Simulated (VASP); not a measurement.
# Si (C2/m) in VASP: single point with PBEsol

Aim: the single point of Si with PBEsol.

Everything below comes from runs of VASP 6.6.1. Logs are shortened: lines on timing, memory, paths and dates and some standing lists are left out, and cuts for length are marked.

## Step 1: The cell of the first run

The structure is monoclinic, space group C2/m (No. 12). Conventional cell: a = 13.829 Å, b = 3.846 Å, c = 6.333 Å, α = 90.00°, β = 96.77°, γ = 90.00°. Si (site symmetry m) has 4 Si at 2.34 to 2.38 Å within 3.1 Å. Si (site symmetry m) has 4 Si at 2.38 to 2.41 Å within 3.1 Å. Within 3.1 Å of Si (site symmetry m) lie 4 Si at 2.32 to 2.34 Å. Si (site symmetry m) has 4 Si at 2.32 to 2.41 Å within 3.1 Å.

## Step 2: Single point, PBEsol

The input, INCAR:

```
  ALGO = Normal
  EDIFF = 1E-6
  ENCUT = 520
  GGA = PS
  ISIF = 2
  ISMEAR = 0
  LASPH = True
  LCHARG = False
  LREAL = False
  LWAVE = False
  NBANDS = 26
  NELM = 80
  PREC = Accurate
  SIGMA = 0.05
```

The input, KPOINTS:

```
k-points
0
Gamma
  10 10 6
```

The input, POSCAR:

```
Si
1.0
    6.9142654500     -1.9229654200      0.0000000000
    6.9142654500      1.9229654200      0.0000000000
   -0.7468658500      0.0000000000      6.2888139300
Si
8
Direct
    0.0555293600      0.0555293600      0.8739635100
    0.9444706400      0.9444706400      0.1260364900
    0.5589993500      0.5589993500      0.6533954400
    0.4410006500      0.4410006500      0.3466045600
    0.2127426600      0.2127426600      0.0573078100
    0.7872573400      0.7872573400      0.9426921900
    0.7271093300      0.7271093300      0.5855776500
    0.2728906700      0.2728906700      0.4144223500
```

Potentials or basis: VASP PAW PBE potentials, release 64 (Si).

The run is started by

```console
$ cat potpaw_PBE.64/Si/POTCAR > POTCAR
$ mpirun -np 1 vasp_std > vasp.out
```

OUTCAR:

```text
EDIFF = 1E-6
   ENCUT = 520
   GGA = PS
   ISIF = 2
   ISMEAR = 0
   LASPH = True
   LREAL = False
   NELM = 80
   PREC = Accurate

 ion  position               nearest neighbor table
   1  0.056  0.056  0.874-   5 2.34   2 2.34   3 2.38   3 2.38
   2  0.944  0.944  0.126-   6 2.34   1 2.34   4 2.38   4 2.38
   3  0.559  0.559  0.653-   1 2.38   1 2.38   4 2.39   7 2.41
   4  0.441  0.441  0.347-   2 2.38   2 2.38   3 2.39   8 2.41
   5  0.213  0.213  0.057-   8 2.32   6 2.34   6 2.34   1 2.34
   6  0.787  0.787  0.943-   7 2.32   5 2.34   5 2.34   2 2.34
   7  0.727  0.727  0.586-   6 2.32   8 2.33   8 2.33   3 2.41
   8  0.273  0.273  0.414-   5 2.32   7 2.33   7 2.33   4 2.41

  LATTYP: Found a base centered monoclinic cell.
 ALAT       =    13.8285309000
 B/A-ratio  =     0.2781156486
 C/A-ratio  =     0.4579667906
 COS(beta)  =    -0.1179322464

  Lattice vectors:

 A1 = (   6.9142654500,  -1.9229654200,   0.0000000000)
 A2 = (   6.9142654500,   1.9229654200,   0.0000000000)
 A3 = (  -0.7468658500,   0.0000000000,   6.2888139300)

Analysis of symmetry for initial positions (statically):
=====================================================================
 Subroutine PRICEL returns:
 Original cell was already a primitive cell.

 Routine SETGRP: Setting up the symmetry group for a
 base centered monoclinic supercell.

 Subroutine GETGRP returns: Found  4 space group operations
 (whereof  4 operations were pure point group operations)
 out of a pool of  4 trial point group operations.

The static configuration has the point symmetry C_2h.

Analysis of symmetry for dynamics (positions and initial velocities):
=====================================================================
 Subroutine PRICEL returns:
 Original cell was already a primitive cell.

 Routine SETGRP: Setting up the symmetry group for a
 base centered monoclinic supercell.

 Subroutine GETGRP returns: Found  4 space group operations
 (whereof  4 operations were pure point group operations)
 out of a pool of  4 trial point group operations.

The dynamic configuration has the point symmetry C_2h.

 Subroutine INISYM returns: Found  4 space group operations
 (whereof  4 operations are pure point group operations),
 and found     1 'primitive' translations

[... 111 lines left out ...]
   NFREE  =      0    steps in history (QN), initial steepest desc. (CG)
   ISIF   =      2    stress and relaxation
   ISYM   =      2    0-nonsym 1-usesym 2-fastsym
   POTIM  = 0.5000    time-step for ionic-motion
   TEBEG  =    0.0;   TEEND  =   0.0 temperature during run
   PSTRESS=    0.0 pullay stress
   NELECT =      32.0000    total number of electrons
   NUPDOWN=      -1.0000    fix difference up-down
   EMIN   =  10.00;   EMAX   =-10.00  energy-range for DOS
   EFERMI =   0.00;   METHOD = LEGACY
   ISMEAR =     0;   SIGMA  =   0.05  broadening in eV -4-tet -1-fermi 0-gaus
   EFERMI_NEDOS =   21; number of points for ismear=-14 and -15
   IALGO  =     38    algorithm
   IMIX   =      4    mixing-type and parameters
     AMIX     =   0.40;   BMIX     =  1.00
     AMIX_MAG =   1.60;   BMIX_MAG =  1.00
  volume/ion in A,a.u.               =      20.90       141.07
  Fermi-wavevector in a.u.,A,eV,Ry     =   0.943379  1.782727 12.108687  0.889963
  Thomas-Fermi vector in A             =   2.071080
   LORBIT       =      0    0 simple, 1 ext, 2 COOP (PROOUT), +10 PAW based schemes
   GGA     = PS    functional components
   LHFCALC =     F    Hartree Fock is set to
   AEXX    =    0.0000 exact exchange contribution
   IVDW    =     0    specifies the selected vdW correction
   LEPSILON=     F    determine dielectric tensor
   LRPA    =     F    only Hartree local field effects (RPA)
 non-spin polarized calculation
 Gauss-broadening in eV      SIGMA  =   0.05
  energy-cutoff  :      520.00
  volume of cell :      167.23
 maximum number of plane-waves:      4524
 NGX is ok and might be reduce to    54
   NGX = 27   NGY = 27   NGZ = 23

 number of electron      32.0000000 magnetization

 Free energy of the ion-electron system (eV)
  ---------------------------------------------------
  ext. energy  EPLUGINS =         0.00000000
  ---------------------------------------------------
  free energy    TOTEN  =       -45.40529301 eV

  energy without entropy =      -45.40528777  energy(sigma->0) =      -45.40529039

 E-fermi :   5.6391     XC(G=0):  -9.3050

 val. band max:        5.5541107507   @ k =   0.0000   0.0000   0.0000
 cond. band min:       5.7243378557   @ k =   0.5000   0.5000   0.5000
 fundamental gap:      0.1702271050
 Fermi energy:         5.6391322521

 k-point     1 :       0.0000    0.0000    0.0000
  band No.  band energies     occupation
      1      -6.6490      2.00000
      2      -4.3908      2.00000
      3      -4.1801      2.00000
      4      -3.6166      2.00000
      5      -1.7652      2.00000
      6      -1.2337      2.00000
[... 685 lines left out ...]
     25       9.0765      0.00000
     26       9.1635      0.00000

 [... further k-points ...]

------------------------ aborting loop because EDIFF is reached ----------------------------------------

  FORCE on cell =-STRESS in cart. coord.  units (eV):
  Direction    XX          YY          ZZ          XY          YZ          ZX
  --------------------------------------------------------------------------------------
  -------------------------------------------------------------------------------------
  Total       -0.3058238     -0.3135913     -0.1877191      0.0000000      0.0000000      0.0202326
  in kB       -2.9299864     -3.0044043     -1.7984685      0.0000000      0.0000000      0.1938412
  external PRESSURE =      -2.5776197 kB  Pullay stress =       0.0000000 kB

 VOLUME and BASIS-vectors are now :
 -----------------------------------------------------------------------------
  energy-cutoff  :      520.00
  volume of cell :      167.23
      direct lattice vectors                 reciprocal lattice vectors
     6.914265450 -1.922965420  0.000000000     0.072314262 -0.260015076  0.008588114
     6.914265450  1.922965420  0.000000000     0.072314262  0.260015076  0.008588114
    -0.746865850  0.000000000  6.288813930     0.000000000  0.000000000  0.159012496

 POSITION                                       TOTAL-FORCE (eV/Angst)
 -----------------------------------------------------------------------------------
      0.11516      0.00000      5.49619        -0.000560      0.000000     -0.030648
     12.96651      0.00000      0.79262         0.000560      0.000000      0.030648
      7.24214      0.00000      4.10908         0.032785      0.000000      0.015539
      5.83952      0.00000      2.17973        -0.032785      0.000000     -0.015539
      2.89912      0.00000      0.36040        -0.015026      0.000000     -0.020890
     10.18255      0.00000      5.92842         0.015026      0.000000      0.020890
      9.61751      0.00000      3.68259        -0.041483      0.000000      0.001064
      3.46416      0.00000      2.60623         0.041483      0.000000     -0.001064
 -----------------------------------------------------------------------------------
    total drift:                               -0.000000     -0.000000      0.000000

  FREE ENERGIE OF THE ION-ELECTRON SYSTEM (eV)
  ---------------------------------------------------
  free  energy   TOTEN  =       -45.4052930099 eV

  energy  without entropy=      -45.4052877678  energy(sigma->0) =      -45.40529039
```

Run time: 9.5 min. Hardware: 1 thread of AMD EPYC 9R45 (Zen 5), shared host; peak memory 0.67 GiB.

What came out:

| Property | Result |
| --- | --- |
| Free energy | -45.4053 eV |
| Pressure | -0.3 GPa |
| Largest force | 0.041 eV/Å |
| Band gap on the k mesh | 0.17 eV (least direct gap 0.43 eV) |

Forces in eV/Å, atoms in the order of the input:
```
Si  -0.001  0.000 -0.031
Si   0.001  0.000  0.031
Si   0.033  0.000  0.016
Si  -0.033  0.000 -0.016
Si  -0.015  0.000 -0.021
Si   0.015  0.000  0.021
Si  -0.041  0.000  0.001
Si   0.041  0.000 -0.001
```

Stress tensor (GPa, compression positive):
```
-0.29  0.00  0.02
 0.00 -0.30  0.00
 0.02  0.00 -0.18
```

Caveat: the PAW data sets were made with another functional, which shifts forces and pressure a little.
